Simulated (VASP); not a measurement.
Wanted: the native input for a VASP 6.6.1 run.

```yaml
Task: single point
Functional: r2SCAN-based global hybrid with 50 % exact exchange
Potentials_or_basis: VASP PAW PBE potentials, release 64 (As_d)
Cutoff: 440 eV
k_mesh: 6 × 6 × 6
Occupations: fermi-dirac, width 0.05 eV
Spin: no spin polarisation
Dipole_correction: no
Grid_for_exact_exchange_PRECFOCK: Normal
Share_of_exact_exchange: 0.5
Further_INCAR_settings: ALGO = Normal; EDIFF = 1e-06; NBANDS = 14
```

The system is As.

```
As
1.0
     2.70368    0.00000    0.00000
     0.00000    2.70368    0.00000
     0.00000    0.00000    2.70368
As
1
Direct
  0.50000 0.50000 0.50000
```

This isn't the form of As at room conditions, which is rhombohedral.

The input as run:

POSCAR

```
As
1.0
    2.7036817444      0.0000000000      0.0000000000
    0.0000000000      2.7036817444      0.0000000000
    0.0000000000      0.0000000000      2.7036817444
As
1
Direct
    0.5000000000      0.5000000000      0.5000000000
```

INCAR.step1

```
SYSTEM = As
PREC     = Accurate       ! precision mode
ENCUT    = 440            ! plane-wave cutoff, eV
EDIFF    = 1E-5           ! SCF threshold, eV
ISMEAR   = -1             ! smearing method
SIGMA    = 0.05           ! smearing width, eV
LREAL    = .FALSE.        ! projectors in reciprocal space
LASPH    = .TRUE.         ! aspherical terms in the spheres
NELM     = 120            ! most SCF steps
ALGO     = Normal         ! electronic algorithm
ISIF     = 2              ! what is computed and relaxed
LWAVE    = .TRUE.         ! write WAVECAR
LCHARG   = .FALSE.        ! write CHGCAR
NBANDS   = 14             ! bands
GGA      = PE             ! functional
GGA_COMPAT= .FALSE.
```

INCAR.step2

```
SYSTEM = As
PREC     = Accurate       ! precision mode
ENCUT    = 440            ! plane-wave cutoff, eV
EDIFF    = 1E-6           ! SCF threshold, eV
ISMEAR   = -1             ! smearing method
SIGMA    = 0.05           ! smearing width, eV
LREAL    = .FALSE.        ! projectors in reciprocal space
LASPH    = .TRUE.         ! aspherical terms in the spheres
NELM     = 120            ! most SCF steps
ALGO     = Normal         ! electronic algorithm
ISIF     = 2              ! what is computed and relaxed
LWAVE    = .FALSE.        ! write WAVECAR
LCHARG   = .FALSE.        ! write CHGCAR
METAGGA  = R2SCAN         ! meta-GGA
LHFCALC  = .TRUE.         ! exact exchange
AEXX     = 0.5            ! exact-exchange fraction
LMIXTAU  = .TRUE.       
PRECFOCK = Normal       
NBANDS   = 14             ! bands
ISTART   = 1            
GGA_COMPAT= .FALSE.
```

KPOINTS

```
Automatic mesh
0
G
  6 6 6
  0 0 0
```

Potentials or basis: VASP PAW PBE potentials, release 64 (As_d).

Run with:

```console
$ cat potpaw_PBE.64/As_d/POTCAR > POTCAR
$ cp INCAR.step1 INCAR
$ mpirun -np 1 vasp_std > vasp.out
$ cp INCAR.step2 INCAR
$ mpirun -np 1 vasp_std > vasp.out
```

Results of the run:

| Property | Result |
| --- | --- |
| Pressure | -4.9 GPa |
| Band gap on the k mesh | zero (an odd number of electrons rules out a gap without spin polarisation) |

Caveat: the k points lie up to 0.39 Å⁻¹ apart, too coarse for converged energies and pressures of a metal; the PAW data sets were made with another functional, which shifts forces and pressure a little; an odd number of electrons without spin polarisation forces a metal; a magnetic or distorted state may lie lower.

Wall time 5.8 min on 1 thread of Intel(R) Xeon(R) Platinum 8488C (Sapphire Rapids), with other jobs on the host, peak memory 0.12 GiB.
